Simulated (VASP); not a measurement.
Write the native input for VASP 6.6.1 that does the following.

```yaml
Task: single point
Functional: LDA
Potentials_or_basis: VASP PAW LDA potentials, release 64 (Ti_sv, Os)
Cutoff: 520 eV
k_mesh: 7 × 7 × 7
Occupations: fermi-dirac, width 0.05 eV
Spin: no spin polarisation
Dipole_correction: no
Further_INCAR_settings: ALGO = Normal; EDIFF = 1e-06; NBANDS = 17
```

The structure of TiOs lies in POSCAR:

```
TiOs
1.0
    3.0268235489      0.0000000000      0.0000000000
    0.0000000000      3.0268235489      0.0000000000
    0.0000000000      0.0000000000      3.0268235489
Ti Os
1 1
Direct
    0.0000000000      0.0000000000      0.0000000000
    0.5000000000      0.5000000000      0.5000000000
```

These files were run (other wordings do the same):

INCAR

```
SYSTEM = TiOs
PREC     = Accurate       ! precision mode
ENCUT    = 520            ! plane-wave cutoff, eV
EDIFF    = 1E-6           ! SCF threshold, eV
ISMEAR   = -1             ! smearing method
SIGMA    = 0.05           ! smearing width, eV
LREAL    = .False.        ! projectors in reciprocal space
LASPH    = .True.         ! aspherical terms in the spheres
NELM     = 100            ! most SCF steps
ALGO     = Normal         ! electronic algorithm
ISIF     = 2              ! what is computed and relaxed
LWAVE    = .False.        ! write WAVECAR
LCHARG   = .False.        ! write CHGCAR
GGA      = CA             ! functional
NBANDS   = 17             ! bands
```

KPOINTS

```
Automatic mesh
0
Gamma
  7 7 7
  0 0 0
```

Potentials or basis: VASP PAW LDA potentials, release 64 (Ti_sv, Os).

Command:

```bash
$ cat potpaw_LDA.64/Ti_sv/POTCAR potpaw_LDA.64/Os/POTCAR > POTCAR
$ mpirun -np 1 vasp_std > vasp.out
```

Results of the run:

```
Pressure               : 4.8 GPa
Band gap on the k mesh : zero (band 10 reaches 10.10 eV, above the bottom of band 11 at 9.74 eV)
```

Caveat: spin-orbit coupling is left out, which moves the levels of the heavy elements.

Run time: 6 s on 1 thread of Intel Xeon 6975P-C, with other jobs on the host, peak memory 0.14 GiB.
